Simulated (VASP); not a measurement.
MgO: single point with PBE

MgO:

```
CELL_PARAMETERS angstrom
0.00000 2.12722 2.12722
2.12722 0.00000 2.12722
2.12722 2.12722 0.00000
ATOMIC_POSITIONS crystal
Mg 0.96673 0.03327 0.03327
O 0.55054 0.44946 0.44946
```

This cell differs from its parent crystal: mode 4 frozen in at -0.215 Å and mode 5 at -0.000 Å (largest displacements).

* Program: VASP 6.6.1
* Task: single point
* Functional: PBE
* Potentials or basis: VASP PAW PBE potentials, release 64 (Mg, O)
* Cutoff: 520 eV
* k mesh: 10 × 10 × 10
* Occupations: gaussian, width 0.05 eV
* Spin: no spin polarisation

The pressure is 12.8 GPa. The largest force is 3.542 eV/Å and the band gap on the k mesh is 4.42 eV, direct.

Forces in eV/Å, atoms in the order of the input:
```
Mg  -3.542  0.000  0.000
O    3.542  0.000  0.000
```

Stress tensor (GPa, compression positive):
```
44.42  0.00  0.00
 0.00 -3.02  0.00
 0.00  0.00 -3.02
```

Levels at points of the mesh, in eV from the valence-band top:
```
           k point  band 2  band 3  band 4  band 5  band 6  band 7
(0.00, 0.00, 0.00)   -0.12    0.00    0.00    4.42   15.96   16.21
(0.50, 0.00, 0.00)   -4.37   -0.57   -0.52    7.82   11.90   16.00
(0.50, 0.50, 0.00)   -3.86   -1.34   -1.23    9.20    9.53   12.92
(0.00, 0.50, 0.50)   -3.71   -1.22   -1.22    9.03    9.21   12.89
```

Wall time 8.7 s on 1 thread of Intel Xeon 6975P-C (shared host), peak memory 0.15 GiB.

Caveat: the cell differs from its parent crystal (mode 4 frozen in at -0.215 Å and mode 5 at -0.000 Å (largest displacements)); forces of over 1 eV/Å act on the atoms, so gaps and moduli don't describe the material at rest.
